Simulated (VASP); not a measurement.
# CoMo: single point with LDA

CoMo:

```
CELL_PARAMETERS angstrom
2.73911 0.00000 0.00000
-1.36956 2.37214 0.00000
0.00000 0.00000 4.25221
ATOMIC_POSITIONS crystal
Co 0.66667 0.33333 0.50000
Mo 0.33333 0.66667 0.00000
```

This cell differs from its parent crystal: volume scaled by 1.05.

- Program: VASP 6.6.1
- Task: single point
- Functional: LDA
- Potentials or basis: VASP PAW LDA potentials, release 64 (Co, Mo_sv)
- Cutoff: 520 eV
- k mesh: 14 × 14 × 8
- Occupations: fermi-dirac, width 0.05 eV
- Spin: no spin polarisation

The pressure is -22.5 GPa.

Stress tensor (GPa, compression positive):
```
-22.23   0.00   0.00
  0.00 -22.23   0.00
  0.00   0.00 -23.13
```

Levels at points of the mesh, in eV from the Fermi level:
```
           k point  band 10  band 11  band 12  band 13  band 14  band 15
(0.00, 0.00, 0.00)    -0.88    -0.88    -0.40    -0.40     1.43     2.71
(0.50, 0.00, 0.00)    -1.06    -0.67     0.10     2.53     2.63     4.65
(0.00, 0.00, 0.50)    -1.41    -1.41    -1.40     0.43     0.43     2.66
(0.50, 0.00, 0.50)    -0.17     0.06     1.15     1.83     2.10     3.88
```

Wall time 40 s on 1 thread of Intel Xeon 6975P-C, with other jobs on the host, peak memory 0.17 GiB.

 Spin polarisation is off, so any magnetic state and its effect on volume and gap are missing.
